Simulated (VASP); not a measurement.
# As (Im-3m) in VASP: a series of runs, part 2 of 2

VASP 6.6.1. Earlier steps stand in the parts before.

### 3 Single point, PBEsol (volume scaled by 1.08)

Contents of INCAR:

```
SYSTEM = As
  PREC = Accurate
  ENCUT = 520
  EDIFF = 1E-6
  ISMEAR = -1
  SIGMA = 0.1
  LREAL = .FALSE.
  LASPH = .TRUE.
  NELM = 60
  ALGO = Normal
  ISIF = 2
  LWAVE = .FALSE.
  LCHARG = .FALSE.
  GGA = PS
  NBANDS = 8
```

Contents of KPOINTS:

```
regular mesh
0
G
  15 15 15
  0 0 0
```

Contents of POSCAR:

```
As
1.0
   -1.6980005675      1.6980005675      1.6980005675
    1.6980005675     -1.6980005675      1.6980005675
    1.6980005675      1.6980005675     -1.6980005675
As
1
Direct
    0.0000000000      0.0000000000      0.0000000000
```

Potentials or basis: VASP PAW PBE potentials, release 64 (As).

On the command line:

```
cat potpaw_PBE.64/As/POTCAR > POTCAR
mpirun -np 1 vasp_std > vasp.out
```

OUTCAR:

```text
SYSTEM = As
   PREC = Accurate
   ENCUT = 520
   EDIFF = 1E-6
   ISMEAR = -1
   LREAL = .FALSE.
   LASPH = .TRUE.
   NELM = 60
   ISIF = 2
   GGA = PS

 ion  position               nearest neighbor table
   1  0.000  0.000  0.000-

  LATTYP: Found a body centered cubic cell.
 ALAT       =     3.3960011350

  Lattice vectors:

 A1 = (  -1.6980005675,   1.6980005675,   1.6980005675)
 A2 = (   1.6980005675,  -1.6980005675,   1.6980005675)
 A3 = (   1.6980005675,   1.6980005675,  -1.6980005675)

Analysis of symmetry for initial positions (statically):
=====================================================================
 Subroutine PRICEL returns:
 Original cell was already a primitive cell.

 Routine SETGRP: Setting up the symmetry group for a
 body centered cubic supercell.

 Subroutine GETGRP returns: Found 48 space group operations
 (whereof 48 operations were pure point group operations)
 out of a pool of 48 trial point group operations.

The static configuration has the point symmetry O_h .

Analysis of symmetry for dynamics (positions and initial velocities):
=====================================================================
 Subroutine PRICEL returns:
 Original cell was already a primitive cell.

 Routine SETGRP: Setting up the symmetry group for a
 body centered cubic supercell.

 Subroutine GETGRP returns: Found 48 space group operations
 (whereof 48 operations were pure point group operations)
 out of a pool of 48 trial point group operations.

The dynamic configuration has the point symmetry O_h .

 Subroutine INISYM returns: Found 48 space group operations
 (whereof 48 operations are pure point group operations),
 and found     1 'primitive' translations

----------------------------------------------------------------------------------------

                                     Primitive cell

  volume of cell :      19.5827

  direct lattice vectors                    reciprocal lattice vectors
    -1.698000568  1.698000568  1.698000568     0.000000000  0.294463977  0.294463977
     1.698000568 -1.698000568  1.698000568     0.294463977  0.000000000  0.294463977
     1.698000568  1.698000568 -1.698000568     0.294463977  0.294463977  0.000000000

  length of vectors
     2.941023254  2.941023254  2.941023254     0.416434950  0.416434950  0.416434950

  position of ions in fractional coordinates (direct lattice)
     0.000000000  0.000000000  0.000000000

  ion indices of the primitive-cell ions
   primitive index   ion index
                 1           1

----------------------------------------------------------------------------------------

 KPOINTS: regular mesh

Automatic generation of k-mesh.
 Grid dimensions read from file:
 generate k-points for:   15   15   15

 Generating k-lattice:

  Cartesian coordinates                     Fractional coordinates (reciprocal lattice)
     0.000000000  0.019630932  0.019630932     0.066666667  0.000000000  0.000000000
     0.019630932  0.000000000  0.019630932     0.000000000  0.066666667  0.000000000
     0.019630932  0.019630932  0.000000000     0.000000000  0.000000000  0.066666667

  Length of vectors
     0.027762330  0.027762330  0.027762330

  Shift w.r.t. Gamma in fractional coordinates (k-lattice)
     0.000000000  0.000000000  0.000000000

 Subroutine IBZKPT returns following result:
 ===========================================

 Found    120 irreducible k-points:

 Following reciprocal coordinates:
            Coordinates               Weight
  0.000000  0.000000  0.000000      1.000000
  0.066667  0.000000  0.000000     12.000000
  0.133333  0.000000  0.000000     12.000000
  0.200000  0.000000  0.000000     12.000000
  0.266667  0.000000  0.000000     12.000000
  0.333333  0.000000  0.000000     12.000000
[... 16 lines left out ...]
  0.333333  0.200000 -0.000000     48.000000
  0.400000  0.200000  0.000000     24.000000
 [... further k-points ...]
   k-points           NKPTS =    120   k-points in BZ     NKDIM =    120   number of bands    NBANDS=      8
   number of dos      NEDOS =    301   number of ions     NIONS =      1
   total plane-waves  NPLWV =  13824
   dimension x,y,z NGX =    24 NGY =   24 NGZ =   24
   dimension x,y,z NGXF=    48 NGYF=   48 NGZF=   48
   ions per type =               1
   NGX,Y,Z   is equivalent  to a cutoff of  13.57, 13.57, 13.57 a.u.
   NGXF,Y,Z  is equivalent  to a cutoff of  27.13, 27.13, 27.13 a.u.
 SYSTEM =  As
   PREC   = accura    normal or accurate (medium, high low for compatibility)
   ISTART =      0    job   : 0-new  1-cont  2-samecut
   ICHARG =      2    charge: 1-file 2-atom 10-const
   ISPIN  =      1    spin polarized calculation?
   LNONCOLLINEAR =      F non collinear calculations
   LSORBIT =      F    spin-orbit coupling
   LASPH  =      T    aspherical Exc in radial PAW
   ENCUT  =  520.0 eV  38.22 Ry    6.18 a.u.   5.47  5.47  5.47*2*pi/ulx,y,z
   NELM   =     60;   NELMIN=  2; NELMDL= -5     # of ELM steps
   EDIFF  = 0.1E-05   stopping-criterion for ELM
   LREAL  =      F    real-space projection
   EDIFFG = 0.1E-04   stopping-criterion for IOM
   NSW    =      0    number of steps for IOM
   IBRION =     -1    ionic relax: 0-MD 1-quasi-New 2-CG
   NFREE  =      0    steps in history (QN), initial steepest desc. (CG)
   ISIF   =      2    stress and relaxation
   ISYM   =      2    0-nonsym 1-usesym 2-fastsym
   POTIM  = 0.5000    time-step for ionic-motion
   TEBEG  =    0.0;   TEEND  =   0.0 temperature during run
   PSTRESS=    0.0 pullay stress
   NELECT =       5.0000    total number of electrons
   NUPDOWN=      -1.0000    fix difference up-down
   EMIN   =  10.00;   EMAX   =-10.00  energy-range for DOS
   EFERMI =   0.00;   METHOD = LEGACY
   ISMEAR =    -1;   SIGMA  =   0.10  broadening in eV -4-tet -1-fermi 0-gaus
   EFERMI_NEDOS =   21; number of points for ismear=-14 and -15
   IALGO  =     38    algorithm
   IMIX   =      4    mixing-type and parameters
     AMIX     =   0.40;   BMIX     =  1.00
     AMIX_MAG =   1.60;   BMIX_MAG =  1.00
  volume/ion in A,a.u.               =      19.58       132.15
  Fermi-wavevector in a.u.,A,eV,Ry     =   1.038581  1.962633 14.675929  1.078650
  Thomas-Fermi vector in A             =   2.173072
   LORBIT       =      0    0 simple, 1 ext, 2 COOP (PROOUT), +10 PAW based schemes
   GGA     = PS    functional components
   LHFCALC =     F    Hartree Fock is set to
   AEXX    =    0.0000 exact exchange contribution
   IVDW    =     0    specifies the selected vdW correction
   LEPSILON=     F    determine dielectric tensor
   LRPA    =     F    only Hartree local field effects (RPA)
 non-spin polarized calculation
  energy-cutoff  :      520.00
  volume of cell :       19.58
 maximum number of plane-waves:       543
 NGX is ok and might be reduce to    24
   NGX = 11   NGY = 11   NGZ = 11

 number of electron       4.9999999 magnetization

 Free energy of the ion-electron system (eV)
  ---------------------------------------------------
  ext. energy  EPLUGINS =         0.00000000
  ---------------------------------------------------
  free energy    TOTEN  =        -4.71678428 eV

  energy without entropy =       -4.69541898  energy(sigma->0) =       -4.70610163

 E-fermi :   5.9989     XC(G=0): -10.7472

 val. band max:        5.9960066886   @ k =   0.2000   0.0667  -0.0000
 cond. band min:       6.0362311590   @ k =  -0.2000   0.2667   0.0667
 fundamental gap:      0.0402244704
 Fermi energy:         5.9988502393

 k-point     1 :       0.0000    0.0000    0.0000
  band No.  band energies     occupation
      1      -8.7987      2.00000
      2      11.7020      0.00000
      3      11.7020      0.00000
      4      11.7020      0.00000
      5      18.9501      0.00000
      6      18.9501      0.00000
      7      18.9501      0.00000
      8      20.0623      0.00000
[... 243 lines left out ...]
 k-point    24 :       0.4000    0.2000    0.0000
  band No.  band energies     occupation
      1      -3.7400      2.00000
      2       0.4722      2.00000
      3       4.4201      2.00000
      4       8.9258      0.00000
      5      15.4339      0.00000
      6      18.5547      0.00000
      7      21.7473      0.00000
      8      22.2493      0.00000

 [... further k-points ...]

------------------------ aborting loop because EDIFF is reached ----------------------------------------

  FORCE on cell =-STRESS in cart. coord.  units (eV):
  Direction    XX          YY          ZZ          XY          YZ          ZX
  --------------------------------------------------------------------------------------
  -------------------------------------------------------------------------------------
  Total       -0.7133368     -0.7133368     -0.7133368     -0.0000000      0.0000000      0.0000000
  in kB      -58.3622108    -58.3622108    -58.3622108     -0.0000000      0.0000000      0.0000000
  external PRESSURE =     -58.3622108 kB  Pullay stress =       0.0000000 kB

 VOLUME and BASIS-vectors are now :
 -----------------------------------------------------------------------------
  energy-cutoff  :      520.00
  volume of cell :       19.58
      direct lattice vectors                 reciprocal lattice vectors
    -1.698000568  1.698000568  1.698000568     0.000000000  0.294463977  0.294463977
     1.698000568 -1.698000568  1.698000568     0.294463977  0.000000000  0.294463977
     1.698000568  1.698000568 -1.698000568     0.294463977  0.294463977  0.000000000

 POSITION                                       TOTAL-FORCE (eV/Angst)
 -----------------------------------------------------------------------------------
      0.00000      0.00000      0.00000         0.000000     -0.000000      0.000000
 -----------------------------------------------------------------------------------
    total drift:                                0.000000     -0.000000     -0.000000

  FREE ENERGIE OF THE ION-ELECTRON SYSTEM (eV)
  ---------------------------------------------------
  free  energy   TOTEN  =        -4.7167842768 eV

  energy  without entropy=       -4.6954189809  energy(sigma->0) =       -4.70610163
```

OSZICAR:

```text
N       E                     dE             d eps       ncg     rms          rms(c)
DAV:   1     0.198786470288E+01    0.19879E+01   -0.21540E+03  1920   0.474E+02
DAV:   2    -0.465821389647E+01   -0.66461E+01   -0.64331E+01  2688   0.497E+01
DAV:   3    -0.472398008643E+01   -0.65766E-01   -0.65654E-01  2160   0.519E+00
DAV:   4    -0.472402875689E+01   -0.48670E-04   -0.48670E-04  3056   0.161E-01
DAV:   5    -0.472402876634E+01   -0.94535E-08   -0.95254E-08  2160   0.148E-03    0.180E+00
DAV:   6    -0.471900111659E+01    0.50276E-02   -0.34696E-03  2192   0.279E-01    0.104E+00
DAV:   7    -0.471678040824E+01    0.22207E-02   -0.60360E-03  2352   0.367E-01    0.502E-02
DAV:   8    -0.471678428361E+01   -0.38754E-05   -0.40779E-05  2304   0.475E-02    0.552E-03
DAV:   9    -0.471678427675E+01    0.68586E-08   -0.24287E-07  2752   0.394E-03
   1 F= -.47167843E+01 E0= -.47061016E+01  d E =-.213653E-01
```

Wall time 7.9 s (1 thread of Intel Xeon Platinum 8259CL at 2.50GHz (Skylake/Cascade Lake), shared host); peak memory 0.14 GiB.

What came out:

```yaml
Free_energy: -4.7168 eV
Pressure: -5.8 GPa
```

Caveat: the PAW data sets were made with another functional, which shifts forces and pressure a little.

### 4 Single point, PBEsol (volume scaled by 1.12)

Contents of INCAR:

```
SYSTEM = As
  ALGO = Normal
  EDIFF = 1E-6
  ENCUT = 520
  GGA = PS
  ISIF = 2
  ISMEAR = -1
  LASPH = .TRUE.
  LCHARG = .FALSE.
  LREAL = .FALSE.
  LWAVE = .FALSE.
  NBANDS = 8
  NELM = 80
  PREC = Accurate
  SIGMA = 0.1
```

Contents of KPOINTS:

```
k-points
0
G
  15 15 15
  0 0 0
```

Contents of POSCAR:

```
As
1.0
   -1.7187099325      1.7187099325      1.7187099325
    1.7187099325     -1.7187099325      1.7187099325
    1.7187099325      1.7187099325     -1.7187099325
As
1
Direct
    0.0000000000      0.0000000000      0.0000000000
```

On the command line:

```
cat potpaw_PBE.64/As/POTCAR > POTCAR
mpirun -np 1 vasp_std > vasp.out
```

Wall time 8.2 s (1 thread of Intel Xeon Platinum 8259CL at 2.50GHz (Skylake/Cascade Lake), shared host); peak memory 0.14 GiB.

Results (log left out):

| Quantity | Value |
| --- | --- |
| Free energy | -4.6853 eV |
| Pressure | -8.0 GPa |

Levels at points of the mesh, in eV from the Fermi level:
```csv
k point,band 1,band 2,band 3,band 4,band 5
"(0.00, 0.00, 0.00)",-14.48,5.43,5.43,5.43,12.79
```

Caveat: the PAW data sets were made with another functional, which shifts forces and pressure a little.

### 5 The runs side by side

| cell | gap on the mesh (eV) | pressure (GPa) |
| --- | --- | --- |
| a = 2.904 Å, angles 109.5°, 1 atom | none | -3.1 |
| a = 2.941 Å, angles 109.5°, 1 atom | none | -5.8 |
| a = 2.977 Å, angles 109.5°, 1 atom | none | -8.0 |

Alike in all rows: task single point; level PBEsol; potentials or basis VASP PAW PBE potentials, release 64 (As); no spin polarisation; k mesh 15 × 15 × 15; cutoff (eV) 520; smearing fermi-dirac 0.1 eV.

Caveats: the PAW data sets were made with another functional, which shifts forces and pressure a little.

Total energies depend on the potentials used, so only differences within one code and one set of settings carry meaning.
